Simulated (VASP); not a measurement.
# AlSi15C15N (P1) in VASP: single point with HSE06

Aim: the single point of AlSi15C15N with HSE06.

All numbers are computed with VASP 6.6.1; they aren't measurements. Logs are shortened: lines on timing, memory, paths and dates and some standing lists are left out, and cuts for length are marked.

## (1) The cell of the first run

The typed cell holds 96 atoms: a = 9.239 Å, b = 10.674 Å, c = 10.092 Å, α = 90.00°, β = 90.00°, γ = 90.00°.

## (2) Single point, HSE06

Contents of POSCAR:

```
AlSi15C15N
1.0
    9.2392240000      0.0000000000      0.0000000000
    0.0000000000     10.6742800000      0.0000000000
    0.0000000000      0.0000000000     10.0919830000
Si Al C N
45 3 45 3
Direct
    0.1671750000      0.0845780000      0.2479490000
    0.1667210000      0.0809670000      0.7532010000
    0.9982900000      0.3337750000      0.2487020000
    0.9974380000      0.3317640000      0.7514690000
    0.4991990000      0.0826830000      0.2491790000
    0.4985220000      0.0826900000      0.7505390000
    0.3332010000      0.3356110000      0.2491780000
    0.3346470000      0.3321440000      0.7512220000
    0.1655190000      0.5854270000      0.2491520000
    0.1649470000      0.5857850000      0.7512590000
    0.9983480000      0.8321080000      0.2490910000
    0.0003770000      0.8344030000      0.7525580000
    0.8323800000      0.0821500000      0.2489050000
    0.8334400000      0.0830310000      0.7504270000
    0.6673870000      0.3325620000      0.2479390000
    0.6660420000      0.3324960000      0.7514670000
    0.5011860000      0.5856500000      0.2505150000
    0.5014020000      0.5826210000      0.7521910000
    0.3349260000      0.8318100000      0.2503770000
    0.3318660000      0.8362520000      0.7527840000
    0.8334990000      0.5830520000      0.7523530000
    0.6647830000      0.8325270000      0.2503700000
    0.6668060000      0.8353600000      0.7520420000
    0.9993960000      0.1680910000      0.4983460000
    0.0010160000      0.1666940000      0.0012270000
    0.3330850000      0.1679610000      0.4985350000
    0.3320530000      0.1667070000      0.0010300000
    0.1660910000      0.4180300000      0.4965710000
    0.1664810000      0.4175910000      0.0004760000
    0.9963300000      0.6678000000      0.4993140000
    0.9995990000      0.6660110000      0.0002620000
    0.6662630000      0.1663480000      0.4994430000
    0.6660900000      0.1669280000      0.0000670000
    0.5009490000      0.4162750000      0.4990090000
    0.4988230000      0.4177170000      0.9992850000
    0.3344700000      0.6671710000      0.4961290000
    0.3344450000      0.6648850000      0.0013600000
    0.1660210000      0.9155220000      0.0021350000
    0.8318020000      0.4175580000      0.5005020000
    0.8340670000      0.4166250000      0.0000490000
    0.6678580000      0.6670610000      0.4997970000
    0.5000830000      0.9149280000      0.4993870000
    0.5014010000      0.9172180000      0.0001090000
    0.8333510000      0.9150940000      0.4990830000
    0.8317910000      0.9177170000      0.9999920000
    0.8320900000      0.5839050000      0.2496450000
    0.1653230000      0.9153750000      0.4982770000
    0.6662600000      0.6679600000      0.0012440000
    0.0010770000      0.1660130000      0.1902080000
    0.0035320000      0.1670110000      0.6857070000
    0.3328090000      0.1686880000      0.1899720000
    0.3296630000      0.1675900000      0.6858680000
    0.1659560000      0.4175900000      0.1883790000
    0.0080140000      0.6701510000      0.1844910000
    0.0027270000      0.6668840000      0.6879520000
    0.6650590000      0.1652370000      0.1881120000
    0.6655320000      0.1659490000      0.6876330000
    0.4996740000      0.4173200000      0.1881270000
    0.4969450000      0.4174560000      0.6867760000
    0.3326820000      0.6652390000      0.1886860000
    0.1677670000      0.9183780000      0.1919150000
    0.1670980000      0.9162560000      0.6944670000
    0.8333800000      0.4080640000      0.1847520000
    0.8342010000      0.4151340000      0.6885680000
    0.6581780000      0.6712240000      0.1946690000
    0.6641380000      0.6679640000      0.6891700000
    0.4983530000      0.9182860000      0.1878060000
    0.4975880000      0.9153400000      0.6874310000
    0.8322950000      0.9171120000      0.1873830000
    0.8345150000      0.9170030000      0.6872440000
    0.1666640000      0.0827010000      0.9403060000
    0.0008200000      0.3337220000      0.4396600000
    0.0029000000      0.3323330000      0.9364860000
    0.4971010000      0.0828710000      0.4378730000
    0.4975170000      0.0848830000      0.9379780000
    0.3316740000      0.3337210000      0.4393940000
    0.3308530000      0.3324710000      0.9369720000
    0.1664510000      0.5838120000      0.4417050000
    0.1682670000      0.5830610000      0.9348510000
    0.9923670000      0.8304510000      0.4343360000
    0.9990540000      0.8335760000      0.9395130000
    0.8350670000      0.0832360000      0.4375600000
    0.8348580000      0.0857460000      0.9381080000
    0.6663020000      0.3322090000      0.4374980000
    0.6654720000      0.3332990000      0.9377660000
    0.4988790000      0.5818860000      0.4415910000
    0.4909890000      0.5794690000      0.9333630000
    0.3400770000      0.8296750000      0.4367620000
    0.3336350000      0.8313720000      0.9389110000
    0.8330850000      0.5815960000      0.4477320000
    0.8410120000      0.5789100000      0.9357930000
    0.6661960000      0.8351120000      0.4396550000
    0.6665550000      0.8427810000      0.9348550000
    0.1679960000      0.4190950000      0.6871040000
    0.3313520000      0.6652330000      0.6869060000
    0.1665890000      0.0925960000      0.4343400000
```

Contents of INCAR.step1:

```
PREC = Accurate ; ENCUT = 520
EDIFF = 1E-5 ; ISMEAR = -1
SIGMA = 0.05 ; LREAL = Auto
LASPH = True ; NELM = 60
ALGO = Normal ; ISIF = 2
LWAVE = True ; LCHARG = False
GGA = PE ; NBANDS = 246
LUSENCCL = False
```

Contents of INCAR.step2:

```
PREC = Accurate ; ENCUT = 520
EDIFF = 1E-6 ; ISMEAR = -1
SIGMA = 0.05 ; LREAL = Auto
LASPH = True ; NELM = 60
ALGO = Normal ; ISIF = 2
LWAVE = False ; LCHARG = False
GGA = PE ; LHFCALC = True
HFSCREEN = 0.2079 ; PRECFOCK = Fast
ISTART = 1 ; NBANDS = 246
LUSENCCL = False
```

Contents of KPOINTS:

```
regular mesh
0
Gamma
  1 1 1
```

Potentials or basis: VASP PAW PBE potentials, release 64 (Si, Al, C, N).

Run with:

```bash
$ cat potpaw_PBE.64/Si/POTCAR potpaw_PBE.64/Al/POTCAR potpaw_PBE.64/C/POTCAR potpaw_PBE.64/N/POTCAR > POTCAR
$ cp INCAR.step1 INCAR
$ mpirun -np 1 vasp_gam > vasp.out
$ cp INCAR.step2 INCAR
$ mpirun -np 1 vasp_gam > vasp.out
```

OUTCAR:

```text
PREC = Accurate
   ENCUT = 520
   EDIFF = 1E-6
   ISMEAR = -1
   LREAL = Auto
   LASPH = True
   NELM = 60
   ISIF = 2
   GGA = PE
   LHFCALC = True
   HFSCREEN = 0.2079
   PRECFOCK = Fast
   ISTART = 1

 ion  position               nearest neighbor table
   1  0.167  0.085  0.248-  49 1.86  61 1.86  51 1.87  96 1.88  27 3.05  25 3.05  38 3.07   5 3.07
                             3 3.08   7 3.09  26 3.09  13 3.09  24 3.10  47 3.11  19 3.11  11 3.11
   2  0.167  0.081  0.753-  62 1.86  71 1.89  50 1.89  52 1.89  20 3.03  12 3.05   6 3.07  27 3.07
                            38 3.07  25 3.07  14 3.08   8 3.10   4 3.10  47 3.12  26 3.14  24 3.14
   3  0.998  0.334  0.249-  63 1.83  49 1.89  53 1.89  72 1.93  15 3.06  40 3.06  25 3.07  28 3.08
                            24 3.08  46 3.08  29 3.08   1 3.08  13 3.09   7 3.09   9 3.10  39 3.10
   4  0.997  0.332  0.751-  64 1.86  73 1.87  50 1.88  94 1.94  14 3.06  16 3.06  40 3.06  25 3.08
                            21 3.08  24 3.09  29 3.10  39 3.10   2 3.10   8 3.12  10 3.12  28 3.15
   5  0.499  0.083  0.249-  67 1.86  56 1.87  51 1.89  74 1.90   1 3.07  43 3.07  27 3.08  22 3.08
                            19 3.08  13 3.08  33 3.08  26 3.08  15 3.09  32 3.09  42 3.10   7 3.11
   6  0.499  0.083  0.751-  57 1.89  75 1.89  68 1.90  52 1.92  20 3.05   8 3.06  23 3.06   2 3.07
                            43 3.08  16 3.08  33 3.09  27 3.09  14 3.09  32 3.10  42 3.10  26 3.10
   7  0.333  0.336  0.249-  58 1.87  53 1.88  51 1.88  76 1.92  28 3.06  29 3.07  35 3.08  34 3.08
                             9 3.08  27 3.09  17 3.09   1 3.09  15 3.09  26 3.09   3 3.09   5 3.11
   8  0.335  0.332  0.751-  59 1.87  77 1.87  52 1.88  94 1.91  16 3.06   6 3.06  35 3.07  27 3.08
                            18 3.09  29 3.09  26 3.09   2 3.10  34 3.11   4 3.12  10 3.13  28 3.14
   9  0.166  0.585  0.249-  54 1.83  60 1.87  53 1.89  78 1.94  11 3.05  19 3.06  31 3.07  37 3.07
[... 7 lines left out ...]
  13  0.832  0.082  0.249-  69 1.87  56 1.88  49 1.89  82 1.90  45 3.06  15 3.08  11 3.08   5 3.08
                            33 3.08  25 3.08  22 3.08  44 3.09  32 3.09  24 3.09   3 3.09   1 3.09
  14  0.833  0.083  0.750-  70 1.88  83 1.89  57 1.90  50 1.92   4 3.06  23 3.06  12 3.07  45 3.08
                            16 3.08   2 3.08  33 3.09   6 3.09  32 3.10  25 3.10  24 3.11  44 3.11
  15  0.667  0.333  0.248-  63 1.85  56 1.89  58 1.89  84 1.91   3 3.06  33 3.06  40 3.07  13 3.08
                            46 3.08   5 3.09   7 3.09  35 3.09  34 3.10  32 3.10  39 3.10  17 3.11
  16  0.666  0.332  0.751-  85 1.88  57 1.89  64 1.90  59 1.92   8 3.06   4 3.06  33 3.07  18 3.07
                            35 3.08  14 3.08   6 3.08  40 3.08  21 3.09  39 3.10  32 3.10  34 3.10
  17  0.501  0.586  0.251-  65 1.80  60 1.88  58 1.90  86 1.93  22 3.04  19 3.04  36 3.05  46 3.06
                            37 3.07  48 3.07  41 3.07   7 3.09  34 3.09   9 3.10  35 3.11  15 3.11
  18  0.501  0.583  0.752-  87 1.83  66 1.87  59 1.88  95 1.92  35 3.05  21 3.07  16 3.07  48 3.08
                            37 3.08   8 3.09  23 3.10  10 3.11  41 3.11  34 3.11  20 3.13  36 3.14
  19  0.335  0.832  0.250-  67 1.88  88 1.88  60 1.88  61 1.89  36 3.04  17 3.04  22 3.05   9 3.06
                            42 3.07   5 3.08  37 3.08  38 3.08  47 3.08  43 3.09  11 3.11   1 3.11
  20  0.332  0.836  0.753-  62 1.84  68 1.87  89 1.88  95 1.94   2 3.03   6 3.05  12 3.06  38 3.07
                            43 3.07  10 3.09  23 3.09  37 3.10  42 3.11  47 3.11  18 3.13
  21  0.833  0.583  0.752-  91 1.85  64 1.90  55 1.92  66 1.92  10 3.06  31 3.07  40 3.07  18 3.07
                             4 3.08  48 3.09  16 3.09  12 3.09  39 3.10  30 3.10  23 3.10  41 3.11
  22  0.665  0.833  0.250-  65 1.81  67 1.90  69 1.90  92 1.91  17 3.04  19 3.05  42 3.07  48 3.07
                            46 3.07  41 3.08   5 3.08  43 3.08  13 3.08  11 3.08  44 3.08  45 3.10
  23  0.667  0.835  0.752-  93 1.85  70 1.89  66 1.90  68 1.90  45 3.06  14 3.06  43 3.06   6 3.06
                            12 3.08  48 3.09  20 3.09  42 3.10  44 3.10  18 3.10  21 3.10  41 3.12
  24  0.999  0.168  0.498-  96 1.86  72 1.86  82 1.87  50 1.89  32 3.08   3 3.08  39 3.08  28 3.08
                            26 3.08  13 3.09   4 3.09   1 3.10  47 3.10  44 3.11  14 3.11   2 3.14
[... 388 lines left out ...]
   NUPDOWN=      -1.0000    fix difference up-down
   EMIN   =  10.00;   EMAX   =-10.00  energy-range for DOS
   EFERMI =   0.00;   METHOD = LEGACY
   ISMEAR =    -1;   SIGMA  =   0.05  broadening in eV -4-tet -1-fermi 0-gaus
   EFERMI_NEDOS =   21; number of points for ismear=-14 and -15
   IALGO  =     38    algorithm
   IMIX   =      1    mixing-type and parameters
     AMIX     =   0.40;   BMIX     =  1.00
     AMIX_MAG =   1.60;   BMIX_MAG =  1.00
  volume/ion in A,a.u.               =      10.37        69.96
  Fermi-wavevector in a.u.,A,eV,Ry     =   1.191795  2.252167 19.325393  1.420376
  Thomas-Fermi vector in A             =   2.327849
   LORBIT       =      0    0 simple, 1 ext, 2 COOP (PROOUT), +10 PAW based schemes
   GGA     = PE    functional components
   LHFCALC =     T    Hartree Fock is set to
   PRECFOCK=fast      Normal, Fast or Accurate (Low or Medium for compatibility)
   ENCUT4O =  -1.0   cutoff for four orbital integrals eV
   NKREDX  =     1    reduce k-point grid by
   NKREDY  =     1    reduce k-point grid by
   NKREDZ  =     1    reduce k-point grid by
   AEXX    =    0.2500 exact exchange contribution
   HFSCREEN=    0.2079 screening length (either q_TF or 0.3 A-1)
   HFSCREENC=   0.2079 screening length for correlation (either q_TF or 0.3 A-1)
   ENCUTFOCK=  -1.0 apply spherical cutoff to Coloumb kernel
   IVDW    =     0    specifies the selected vdW correction
   LEPSILON=     F    determine dielectric tensor
   LRPA    =     F    only Hartree local field effects (RPA)
 non-spin polarized calculation
  energy-cutoff  :      520.00
  volume of cell :      995.29
 maximum number of plane-waves:     13393
 NGX is ok and might be reduce to    70
  NGX = 36; NGY = 42; NGZ = 40

 number of electron     384.0000007 magnetization

 Free energy of the ion-electron system (eV)
  ---------------------------------------------------
  ext. energy  EPLUGINS =         0.00000000
  ---------------------------------------------------
  free energy    TOTEN  =      -828.08263733 eV

  energy without entropy =     -828.08263733  energy(sigma->0) =     -828.08263733

 E-fermi :   9.0176     XC(G=0):  -9.3201

 val. band max:        7.8008398702   @ k =   0.0000   0.0000   0.0000
 cond. band min:      10.8253310674   @ k =   0.0000   0.0000   0.0000
 fundamental gap:      3.0244911972
 Fermi energy:         9.0176043902

 k-point     1 :       0.0000    0.0000    0.0000
  band No.  band energies     occupation
      1     -11.3994      2.00000
      2     -10.7445      2.00000
      3     -10.6462      2.00000
      4      -9.0874      2.00000
      5      -8.2809      2.00000
      6      -8.1943      2.00000
[... 196 lines left out ...]
    203      12.4814      0.00000
    204      12.5590      0.00000
 [bands above 204 left out]

------------------------ aborting loop because EDIFF is reached ----------------------------------------

  FORCE on cell =-STRESS in cart. coord.  units (eV):
  Direction    XX          YY          ZZ          XY          YZ          ZX
  --------------------------------------------------------------------------------------
  -------------------------------------------------------------------------------------
  Total        0.1481703    -18.3005517    -12.1340177     -0.3287867     -0.2134024     -0.1132152
  in kB        0.2385180    -29.4594184    -19.5328048     -0.5292663     -0.3435257     -0.1822489
  external PRESSURE =     -16.2512351 kB  Pullay stress =       0.0000000 kB

 VOLUME and BASIS-vectors are now :
 -----------------------------------------------------------------------------
  energy-cutoff  :      520.00
  volume of cell :      995.29
      direct lattice vectors                 reciprocal lattice vectors
     9.239224000  0.000000000  0.000000000     0.108234198  0.000000000  0.000000000
     0.000000000 10.674280000  0.000000000     0.000000000  0.093683134  0.000000000
     0.000000000  0.000000000 10.091983000     0.000000000  0.000000000  0.099088554

 POSITION                                       TOTAL-FORCE (eV/Angst)
 -----------------------------------------------------------------------------------
      1.54457      0.90281      2.50230         0.008776      0.057178     -0.048178
      1.54037      0.86426      7.60129        -0.003450      0.036769     -0.096517
      9.22342      3.56281      2.50990        -0.038262      0.064899     -0.119651
      9.21555      3.54134      7.58381         0.009856      0.033468     -0.061170
      4.61221      0.88258      2.51471         0.007283      0.043994     -0.081122
      4.60596      0.88266      7.57443         0.026148      0.058285     -0.066495
[... 88 lines left out ...]
      3.06144      7.10088      6.93224        -0.052424     -0.074118      0.059444
      1.53915      0.98840      4.38335         0.005723      0.180025      0.025838
 -----------------------------------------------------------------------------------
    total drift:                               -0.018150      0.011750     -0.023240

  FREE ENERGIE OF THE ION-ELECTRON SYSTEM (eV)
  ---------------------------------------------------
  free  energy   TOTEN  =      -828.0826373256 eV

  energy  without entropy=     -828.0826373256  energy(sigma->0) =     -828.08263733
```

It took 3.6 min on 1 × NVIDIA H100 80GB with 1 thread of Intel Xeon Platinum 8481C at 2.70GHz (Sapphire Rapids), shared host; peak memory 1.7 GiB.

Results:

```yaml
Free_energy: -828.0826 eV
Pressure: -1.6 GPa
Largest_force: 0.228 eV/Å
Band_gap_on_the_k_mesh: 3.02 eV
```

Forces on the atoms (eV/Å):
```
Si   0.009  0.057 -0.048
Si  -0.003  0.037 -0.097
Si  -0.038  0.065 -0.120
Si   0.010  0.033 -0.061
Si   0.007  0.044 -0.081
Si   0.026  0.058 -0.066
Si   0.004  0.041 -0.101
Si  -0.004  0.039 -0.069
Si   0.026  0.091 -0.118
Si   0.048  0.031 -0.082
Si   0.031  0.007 -0.050
Si   0.037  0.063 -0.081
Si   0.017  0.040 -0.077
Si   0.000  0.028 -0.070
Si   0.057  0.065 -0.093
Si   0.022  0.041 -0.069
Si   0.050  0.107 -0.118
Si  -0.030  0.019 -0.025
Si   0.013  0.074 -0.046
Si  -0.008  0.085 -0.103
Si   0.041  0.030 -0.041
Si  -0.010 -0.025 -0.116
Si   0.006  0.056 -0.044
Si   0.044 -0.047 -0.080
Si  -0.004 -0.067 -0.092
Si  -0.053 -0.055 -0.076
Si  -0.006 -0.067 -0.089
Si  -0.004 -0.050 -0.062
Si  -0.002 -0.077 -0.103
Si  -0.077 -0.057 -0.084
Si   0.011 -0.041 -0.037
Si  -0.006 -0.016 -0.075
Si  -0.009 -0.039 -0.087
Si  -0.011 -0.052 -0.056
Si  -0.028 -0.019 -0.098
Si   0.013 -0.038 -0.070
Si  -0.012 -0.076 -0.113
Si  -0.011 -0.033 -0.074
Si  -0.001 -0.006 -0.070
Si   0.014 -0.028 -0.051
Si   0.041 -0.098 -0.046
Si   0.010 -0.081 -0.085
Si   0.045 -0.060 -0.098
Si  -0.023 -0.101 -0.090
Si  -0.049 -0.075 -0.106
Al  -0.042  0.102 -0.078
Al   0.005 -0.118 -0.070
Al  -0.003 -0.060 -0.025
C   -0.009 -0.081  0.076
C   -0.019 -0.056  0.081
C   -0.021 -0.099  0.095
C    0.018 -0.066  0.078
C    0.025 -0.117  0.096
C    0.023 -0.046  0.027
C    0.032 -0.122  0.082
C    0.002 -0.080  0.086
C   -0.013 -0.088  0.094
C   -0.040 -0.106  0.083
C   -0.044 -0.077  0.065
C   -0.026 -0.106  0.087
C   -0.023 -0.067  0.085
C    0.016 -0.127  0.150
C    0.015 -0.216  0.071
C    0.028 -0.107  0.090
C   -0.039 -0.070  0.125
C   -0.026 -0.100  0.099
C   -0.016 -0.047  0.075
C   -0.054 -0.106  0.088
C   -0.005 -0.071  0.072
C   -0.007 -0.067  0.083
C    0.002  0.094  0.089
C    0.050  0.071  0.091
C    0.012  0.080  0.053
C   -0.014  0.098  0.078
C    0.018  0.104  0.064
C   -0.027  0.088  0.104
C    0.006  0.091  0.057
C    0.029  0.058  0.092
C    0.022  0.084  0.042
C   -0.008  0.080  0.049
C    0.028  0.090  0.054
C    0.012  0.113  0.087
C   -0.012  0.096  0.063
C    0.002  0.083  0.091
C    0.001  0.098  0.056
C   -0.034  0.075  0.101
C   -0.036  0.044  0.012
C    0.013  0.073  0.071
C   -0.029  0.097  0.046
C    0.013  0.123  0.158
C    0.028  0.055  0.054
C   -0.001  0.114  0.130
C   -0.008  0.197  0.033
N    0.007 -0.021  0.043
N   -0.052 -0.074  0.059
N    0.006  0.180  0.026
```

Stress tensor (GPa, compression positive):
```
 0.02 -0.05 -0.02
-0.05 -2.95 -0.03
-0.02 -0.03 -1.95
```

Caveat: the k points lie up to 0.68 Å⁻¹ apart; the PAW data sets were made with another functional, which shifts forces and pressure a little. A k mesh can miss the band edges.
